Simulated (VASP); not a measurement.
The system is Na2Al2O.

```
Na Al O
1.0
     4.56817    0.00000    0.00000
    -2.28408    3.95615    0.00000
     0.00000    0.00000    5.02849
Na Al O
2 2 1
Direct
  0.33333 0.66667 0.14457
  0.66667 0.33333 0.14457
  0.33333 0.66667 0.65819
  0.66667 0.33333 0.65819
  0.00000 0.00000 0.17957
```

The cell was generated, and may not be a known phase.

- Program: VASP 6.6.1
- Task: relaxation of cell and atoms
- Functional: PBE
- Potentials or basis: VASP PAW PBE potentials, release 64 (Na_pv, Al, O)
- Cutoff: 600 eV
- k mesh: 6 × 6 × 4
- Occupations: gaussian, width 0.1 eV
- Spin: no spin polarisation

At the start: pressure 5.2 GPa; volume 18.18 Å³/atom.

Q: Where does the relaxation end?

A: Over 14 steps the energy falls by 362.2 meV/atom and the volume is 21.87 Å³/atom (+20.3 %); space group P6mm (No. 183, to 0.1 Å) before and after.

Step by step:
```csv
step,energy change (eV),largest force (eV/Å),pressure (GPa),volume (Å³)
1,0.0000,0.6308,5.17,90.88
2,-1.4465,0.1518,1.64,97.91
3,-1.7068,0.1798,1.36,101.09
4,-1.6932,0.2139,2.36,106.40
5,-1.7707,0.1989,1.73,104.14
6,-1.7721,0.1974,1.69,103.93
7,-1.7977,0.1846,0.04,108.16
8,-1.7977,0.1836,-0.09,108.46
9,-1.7977,0.1841,-0.03,108.37
10,-1.8007,0.1651,-0.06,108.56
11,-1.8069,0.1074,-0.06,109.14
12,-1.8060,0.0463,-0.10,110.30
13,-1.8088,0.0513,-0.09,109.66
14,-1.8112,0.0362,-0.09,109.33
```

Final structure:
```
Na Al O
1.0
     4.35236    0.00000    0.00000
    -2.17618    3.76926    0.00000
     0.00000    0.00000    6.66430
Na Al O
2 2 1
Cartesian
  0.0000 2.5128 1.0605
  2.1762 1.2564 1.0605
  0.0000 2.5128 4.3492
  2.1762 1.2564 4.3492
  4.3524 0.0000 1.0768
```

Caveat: the volume moved by over 15 % at a fixed basis, so the end points are rough.
